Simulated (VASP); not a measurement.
# InAs (F-43m) in VASP: relaxation of cell and atoms with PBEsol

Aim: the relaxation of cell and atoms of InAs with PBEsol.

Everything below comes from runs of VASP 6.6.1. Logs are shortened: lines on timing, memory, paths and dates and some standing lists are left out, and cuts for length are marked.

### 1 The cell of the first run

It takes space group F-43m (No. 216, cubic). Conventional cell: a = 6.088 Å, b = 6.088 Å, c = 6.088 Å, α = 90.00°, β = 90.00°, γ = 90.00°. Within 3.5 Å of In (site symmetry -43m) lie 4 As at 2.64 Å. As (site symmetry -43m) has 4 In at 2.64 Å within 3.5 Å.

### 2 Relaxation of cell and atoms, PBEsol

INCAR reads:

```
SYSTEM = InAs
ALGO = Normal ; EDIFF = 1E-6
EDIFFG = -0.001 ; ENCUT = 600
GGA = PS ; IBRION = 2
ISIF = 3 ; ISMEAR = -1
LASPH = .TRUE. ; LCHARG = .FALSE.
LREAL = .FALSE. ; LWAVE = .FALSE.
NELM = 60 ; NSW = 80
PREC = Accurate ; SIGMA = 0.15
```

KPOINTS reads:

```
k-points
0
G
  12 12 12
  0 0 0
```

POSCAR reads:

```
InAs
1.0
    0.0000000000      3.0438578845      3.0438578845
    3.0438578845      0.0000000000      3.0438578845
    3.0438578845      3.0438578845      0.0000000000
In As
1 1
Direct
    0.2500000000      0.2500000000      0.2500000000
    0.0000000000      0.0000000000      0.0000000000
```

Potentials or basis: VASP PAW PBE potentials, release 64 (In_d, As).

Started as:

```
cat potpaw_PBE.64/In_d/POTCAR potpaw_PBE.64/As/POTCAR > POTCAR
mpirun -np 1 vasp_std > vasp.out
```

OUTCAR:

```text
SYSTEM = InAs
   EDIFF = 1E-6
   EDIFFG = -0.001
   ENCUT = 600
   GGA = PS
   IBRION = 2
   ISIF = 3
   ISMEAR = -1
   LASPH = .TRUE.
   LREAL = .FALSE.
   NELM = 60
   NSW = 80
   PREC = Accurate

 ion  position               nearest neighbor table
   1  0.250  0.250  0.250-   2 2.64   2 2.64   2 2.64   2 2.64
   2  0.000  0.000  0.000-   1 2.64   1 2.64   1 2.64   1 2.64

  LATTYP: Found a face centered cubic cell.
 ALAT       =     6.0877157690

  Lattice vectors:

 A1 = (   0.0000000000,   3.0438578845,   3.0438578845)
 A2 = (   3.0438578845,   0.0000000000,   3.0438578845)
 A3 = (   3.0438578845,   3.0438578845,   0.0000000000)

Analysis of symmetry for initial positions (statically):
=====================================================================
 Subroutine PRICEL returns:
 Original cell was already a primitive cell.

 Routine SETGRP: Setting up the symmetry group for a
 face centered cubic supercell.

 Subroutine GETGRP returns: Found 24 space group operations
 (whereof 24 operations were pure point group operations)
 out of a pool of 48 trial point group operations.

The static configuration has the point symmetry T_d .

Analysis of symmetry for dynamics (positions and initial velocities):
=====================================================================
 Subroutine PRICEL returns:
 Original cell was already a primitive cell.

 Routine SETGRP: Setting up the symmetry group for a
 face centered cubic supercell.

 Subroutine GETGRP returns: Found 24 space group operations
 (whereof 24 operations were pure point group operations)
 out of a pool of 48 trial point group operations.

The dynamic configuration has the point symmetry T_d .

 Subroutine INISYM returns: Found 24 space group operations
 (whereof 24 operations are pure point group operations),
 and found     1 'primitive' translations

----------------------------------------------------------------------------------------

                                     Primitive cell

  volume of cell :      56.4031

  direct lattice vectors                    reciprocal lattice vectors
     0.000000000  3.043857884  3.043857884    -0.164265225  0.164265225  0.164265225
     3.043857884  0.000000000  3.043857884     0.164265225 -0.164265225  0.164265225
     3.043857884  3.043857884  0.000000000     0.164265225  0.164265225 -0.164265225

  length of vectors
     4.304665102  4.304665102  4.304665102     0.284515715  0.284515715  0.284515715

  position of ions in fractional coordinates (direct lattice)
[... 95 lines left out ...]
   EFERMI_NEDOS =   21; number of points for ismear=-14 and -15
   IALGO  =     38    algorithm
   IMIX   =      4    mixing-type and parameters
     AMIX     =   0.40;   BMIX     =  1.00
     AMIX_MAG =   1.60;   BMIX_MAG =  1.00
  volume/ion in A,a.u.               =      28.20       190.31
  Fermi-wavevector in a.u.,A,eV,Ry     =   1.118745  2.114122 17.028936  1.251591
  Thomas-Fermi vector in A             =   2.255379
   LORBIT       =      0    0 simple, 1 ext, 2 COOP (PROOUT), +10 PAW based schemes
   GGA     = PS    functional components
   LHFCALC =     F    Hartree Fock is set to
   AEXX    =    0.0000 exact exchange contribution
   IVDW    =     0    specifies the selected vdW correction
   LEPSILON=     F    determine dielectric tensor
   LRPA    =     F    only Hartree local field effects (RPA)
 conjugate gradient relaxation of ions
 non-spin polarized calculation
  energy-cutoff  :      600.00
  volume of cell :       56.40
 maximum number of plane-waves:      1900
   NGX = 17   NGY = 17   NGZ = 17

--------------------------------------- Ionic step        1  -------------------------------------------

 number of electron      18.0000004 magnetization

 Free energy of the ion-electron system (eV)
  ---------------------------------------------------
  ext. energy  EPLUGINS =         0.00000000
  ---------------------------------------------------
  free energy    TOTEN  =        -8.49208369 eV

  energy without entropy =       -8.48846727  energy(sigma->0) =       -8.49027548

------------------------ aborting loop because EDIFF is reached ----------------------------------------

  FORCE on cell =-STRESS in cart. coord.  units (eV):
  Direction    XX          YY          ZZ          XY          YZ          ZX
  --------------------------------------------------------------------------------------
  -------------------------------------------------------------------------------------
  Total        0.0358425      0.0358425      0.0358425      0.0000000     -0.0000000     -0.0000000
  in kB        1.0181349      1.0181349      1.0181349      0.0000000     -0.0000000     -0.0000000
  external PRESSURE =       1.0181349 kB  Pullay stress =       0.0000000 kB
[... 59 lines left out ...]
--------------------------------------- Ionic step        3  -------------------------------------------

 number of electron      18.0000003 magnetization

 Free energy of the ion-electron system (eV)
  ---------------------------------------------------
  ext. energy  EPLUGINS =         0.00000000
  ---------------------------------------------------
  free energy    TOTEN  =        -8.49211785 eV

  energy without entropy =       -8.48844958  energy(sigma->0) =       -8.49028372

 E-fermi :   4.5189     XC(G=0):  -9.1884

 val. band max:        4.1514449547   @ k =   0.0000   0.0000   0.0000
 cond. band min:       4.8601044218   @ k =   0.0833   0.0000   0.0000
 fundamental gap:      0.7086594671
 Fermi energy:         4.5189362663

 k-point     1 :       0.0000    0.0000    0.0000
  band No.  band energies     occupation
      1     -10.1344      2.00000
      2     -10.1344      2.00000
      3     -10.1344      2.00000
      4     -10.0153      2.00000
      5     -10.0153      2.00000
      6      -7.5978      2.00000
      7       3.7578      1.98756
      8       4.1514      1.84111
      9       4.1514      1.84111
     10       4.1514      1.84111
     11       7.9986      0.00000
     12       7.9986      0.00000
     13       7.9986      0.00000
[... 354 lines left out ...]
  band No.  band energies     occupation
      1     -10.2600      2.00000
      2     -10.0987      2.00000
      3     -10.0932      2.00000
      4     -10.0146      2.00000
      5     -10.0095      2.00000
      6      -6.0358      2.00000
      7      -1.4250      2.00000
      8       1.7890      2.00000
      9       2.9144      1.99995
     10       6.2567      0.00002
     11       8.4079      0.00000
     12       9.4809      0.00000
     13      10.9475      0.00000

 [... further k-points ...]
[... 5 lines left out ...]
  --------------------------------------------------------------------------------------
  -------------------------------------------------------------------------------------
  Total       -0.0006190     -0.0006190     -0.0006190      0.0000000      0.0000000      0.0000000
  in kB       -0.0175487     -0.0175487     -0.0175487      0.0000000      0.0000000      0.0000000
  external PRESSURE =      -0.0175487 kB  Pullay stress =       0.0000000 kB
[... 17 lines left out ...]
  FREE ENERGIE OF THE ION-ELECTRON SYSTEM (eV)
  ---------------------------------------------------
  free  energy   TOTEN  =        -8.4921178495 eV

  energy  without entropy=       -8.4884495846  energy(sigma->0) =       -8.49028372

 reached required accuracy - stopping structural energy minimisation
```

OSZICAR:

```text
N       E                     dE             d eps       ncg     rms          rms(c)
DAV:   1     0.109052197984E+03    0.10905E+03   -0.96906E+03  1882   0.169E+03
DAV:   2    -0.557991144496E+00   -0.10961E+03   -0.10684E+03  1937   0.340E+02
DAV:   3    -0.857080364986E+01   -0.80128E+01   -0.79312E+01  2437   0.909E+01
[... 19 lines left out ...]
       N       E                     dE             d eps       ncg     rms          rms(c)
DAV:   1    -0.849218861863E+01   -0.75491E-04   -0.18069E-03  2347   0.921E-01    0.536E-02
DAV:   2    -0.849212739166E+01    0.61227E-04   -0.13132E-04  2267   0.290E-01    0.192E-02
DAV:   3    -0.849211767395E+01    0.97177E-05   -0.31882E-05  2327   0.128E-01    0.999E-03
DAV:   4    -0.849211784953E+01   -0.17558E-06   -0.11506E-06   991   0.122E-02
   3 F= -.84921178E+01 E0= -.84902837E+01  d E =-.341596E-04
```

CONTCAR:

```text
InAs
   1.00000000000000
    -0.0000000000000000    3.0458214088442501    3.0458214088442501
     3.0458214088442501   -0.0000000000000000    3.0458214088442501
     3.0458214088442501    3.0458214088442501   -0.0000000000000000
  In              As
     1     1
Direct
     0.2500000000000000    0.2500000000000000    0.2500000000000000
     0.0000000000000000    0.0000000000000000    0.0000000000000000

  0.00000000E+00  0.00000000E+00  0.00000000E+00
  0.00000000E+00  0.00000000E+00  0.00000000E+00
```

It took 2.1 min on 1 thread of Intel Xeon 8259CL, shared host; peak memory 0.26 GiB.

What came out:

| Quantity | Value |
| --- | --- |
| Free energy | -8.4921 eV |
| Relaxed volume | 28.26 Å³/atom |
| Relaxed cell | a = 4.307 Å, b = 4.307 Å, c = 4.307 Å, α = 60.00°, β = 60.00°, γ = 60.00° |
| Space group after relaxing (to 0.1 Å) | F-43m (No. 216) |
| Energy gained by relaxing | 0.0 meV/atom |
| Ionic steps | 3 |
| Pressure after relaxing | 0.0 GPa |
| Band gap on the k mesh | zero (filled and empty bands touch) |

Final structure:
```cif
data_structure
_symmetry_space_group_name_H-M 'P 1'
_symmetry_Int_Tables_number 1
_cell_length_a 4.3074
_cell_length_b 4.3074
_cell_length_c 4.3074
_cell_angle_alpha 60.000
_cell_angle_beta 60.000
_cell_angle_gamma 60.000
_cell_volume 56.51
loop_
_atom_site_label
_atom_site_type_symbol
_atom_site_fract_x
_atom_site_fract_y
_atom_site_fract_z
_atom_site_occupancy
In1 In 0.25000 0.25000 0.25000 1
As1 As 0.00000 0.00000 0.00000 1
```

Levels at points of the mesh, in eV from the Fermi level:
```
           k point  band 6  band 7  band 8  band 9  band 10  band 11  band 12  band 13
(0.00, 0.00, 0.00)  -12.12   -0.76   -0.37   -0.37    -0.37     3.48     3.48     3.48
(0.50, 0.00, 0.00)  -10.70   -6.07   -1.33   -1.33     0.46     4.24     4.24     6.32
(0.50, 0.50, 0.00)  -10.18   -6.16   -2.64   -2.64     1.11     1.61     8.57     8.70
```

Caveat: semilocal functionals underestimate gaps, so a narrow gap can read as zero; the PAW data sets were made with another functional, which shifts forces and pressure a little; spin-orbit coupling is left out, which moves the levels of the heavy elements.
